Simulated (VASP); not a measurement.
Wanted: the native input for a VASP 6.6.1 run.

```
Task                   : single point
Functional             : PBE
Potentials or basis    : VASP PAW PBE potentials, release 64 (Na_pv, S)
Cutoff                 : 500 eV
k mesh                 : 8 × 8 × 8
Occupations            : gaussian, width 0.02 eV
Spin                   : no spin polarisation
Dipole correction      : no
Further INCAR settings : ALGO = Normal; EDIFF = 1e-06; NBANDS = 17
```

The structure of Na2S lies in POSCAR:

```
Na2S
1.0
    0.0000000000      3.2839004104      3.2839004104
    3.2839004104      0.0000000000      3.2839004104
    3.2839004104      3.2839004104      0.0000000000
Na S
2 1
Direct
    0.2500000000      0.2500000000      0.2500000000
    0.7500000000      0.7500000000      0.7500000000
    0.0000000000      0.0000000000      0.0000000000
```

These files were run (other wordings do the same):

INCAR

```
PREC = Accurate ; ENCUT = 500
EDIFF = 1E-6 ; ISMEAR = 0
SIGMA = 0.02 ; LREAL = False
LASPH = True ; NELM = 120
ALGO = Normal ; ISIF = 2
LWAVE = False ; LCHARG = True
GGA = PE ; LELF = True
LVHAR = True ; NBANDS = 17
GGA_COMPAT = False
```

KPOINTS

```
regular mesh
0
Gamma
  8 8 8
```

Potentials or basis: VASP PAW PBE potentials, release 64 (Na_pv, S).

The run is started by

```bash
$ cat potpaw_PBE.64/Na_pv/POTCAR potpaw_PBE.64/S/POTCAR > POTCAR
$ mpirun -np 1 vasp_std > vasp.out
```

It gave:

```json
{
  "Pressure": "0.0 GPa",
  "Band gap on the k mesh": "2.45 eV, direct"
}
```

It took 17 s on 1 thread of Intel(R) Xeon(R) 6975P-C (Granite Rapids), on a shared host, peak memory 0.2 GiB.
